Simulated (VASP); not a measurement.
Write the native input for VASP 6.6.1 that does the following.

| Property | Result |
| --- | --- |
| Task | electric field gradients |
| Functional | PBEsol |
| Potentials or basis | VASP PAW PBE potentials, release 64 (Ag) |
| Cutoff | 520 eV |
| k mesh | 9 × 9 × 9 |
| Occupations | fermi-dirac, width 0.05 eV |
| Spin | no spin polarisation |
| Dipole correction | no |
| Further INCAR settings | ALGO = Normal; EDIFF = 1e-08; NBANDS = 18 |

The structure of Ag lies in POSCAR:

```
Ag
1.0
    0.0000000000      2.8140871700      2.8140871700
    2.8140871700      0.0000000000      2.8140871700
    2.8140871700      2.8140871700      0.0000000000
Ag
2
Direct
   -0.2375000000     -0.0875000000     -0.0875000000
    0.2375000000      0.0875000000      0.0875000000
```

This cell differs from its parent crystal: shortest bond scaled by 0.7.

These files were run (other wordings do the same):

INCAR

```
SYSTEM = Ag
  PREC = Accurate
  ENCUT = 520
  EDIFF = 1E-8
  ISMEAR = -1
  SIGMA = 0.05
  LREAL = .False.
  LASPH = .True.
  NELM = 60
  ALGO = Normal
  ISIF = 2
  LWAVE = .False.
  LCHARG = .False.
  GGA = PS
  LEFG = .True.
  NBANDS = 18
```

KPOINTS

```
Automatic mesh
0
Gamma
  9 9 9
  0 0 0
```

Potentials or basis: VASP PAW PBE potentials, release 64 (Ag).

The run is started by

```bash
$ cat potpaw_PBE.64/Ag/POTCAR > POTCAR
$ mpirun -np 1 vasp_std > vasp.out
```

It gave:

* Pressure: 64.8 GPa
* Largest force: 34.396 eV/Å
* Band gap on the k mesh: zero (band 11 reaches 5.67 eV, above the bottom of band 12 at 4.87 eV)

Caveat: the cell differs from its parent crystal (shortest bond scaled by 0.7); without QUAD_EFG the Cq values of the log hold for a quadrupole moment of 1 mb, not for the nuclei; the PAW data sets were made with another functional, which shifts forces and pressure a little.

It took 80 s on 1 thread of Intel(R) Xeon(R) Platinum 8259CL CPU @ 2.50GHz (Skylake/Cascade Lake), on a shared host, peak memory 0.2 GiB.
